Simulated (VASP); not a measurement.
Set up this calculation in VASP 6.6.1, as the native input.

```
Task                   : relaxation of cell and atoms
Functional             : revPBE
Dispersion             : D3(BJ)
Potentials or basis    : VASP PAW PBE potentials, release 64 (Tc_pv)
Cutoff                 : 600 eV
k mesh                 : 13 × 13 × 13
Occupations            : methfessel-paxton, width 0.2 eV
Spin                   : no spin polarisation
Dipole correction      : no
Further INCAR settings : ALGO = Normal; EDIFF = 1e-06; IBRION = 2; EDIFFG = -0.01; NSW = 60; ISIF = 3
```

The structure of Tc lies in POSCAR:

```
Tc
1.0
    0.0000000000      1.9500000000      1.9500000000
    1.9500000000      0.0000000000      1.9500000000
    1.9500000000      1.9500000000      0.0000000000
Tc
1
Direct
    0.0000000000      0.0000000000      0.0000000000
```

This isn't the form of Tc at room conditions, which is hcp.

These files were run (other wordings do the same):

INCAR

```
PREC = Accurate
ENCUT = 600
EDIFF = 1E-6
ISMEAR = 1
SIGMA = 0.2
LREAL = False
LASPH = True
NELM = 60
ALGO = Normal
ISIF = 3
LWAVE = False
LCHARG = False
GGA = RE
IVDW = 12
IBRION = 2
NSW = 60
EDIFFG = -0.01
```

KPOINTS

```
regular mesh
0
Gamma
  13 13 13
```

Potentials or basis: VASP PAW PBE potentials, release 64 (Tc_pv).

Launch:

```sh
$ cat potpaw_PBE.64/Tc_pv/POTCAR > POTCAR
$ mpirun -np 1 vasp_std > vasp.out
```

It gave:

The relaxed volume is 13.96 Å³/atom and the relaxed cell is a = 2.703 Å, b = 2.703 Å, c = 2.703 Å, α = 60.00°, β = 60.00°, γ = 60.00°. The space group after relaxing (to 0.1 Å) is Fm-3m (No. 225). The energy gained by relaxing is 48.2 meV/atom, the ionic steps are 5 and the pressure after relaxing is 0.1 GPa. The band gap on the k mesh is zero (an odd number of electrons rules out a gap without spin polarisation) and the dispersion energy per atom is -1.227 eV.

Caveat: the dispersion term is far too large for a dense solid, which distorts pressure and volume; the PAW data sets were made with another functional, which shifts forces and pressure a little.

Run time: 62 s on 1 thread of Intel Xeon 8259CL, with other jobs on the host, peak memory 0.17 GiB.
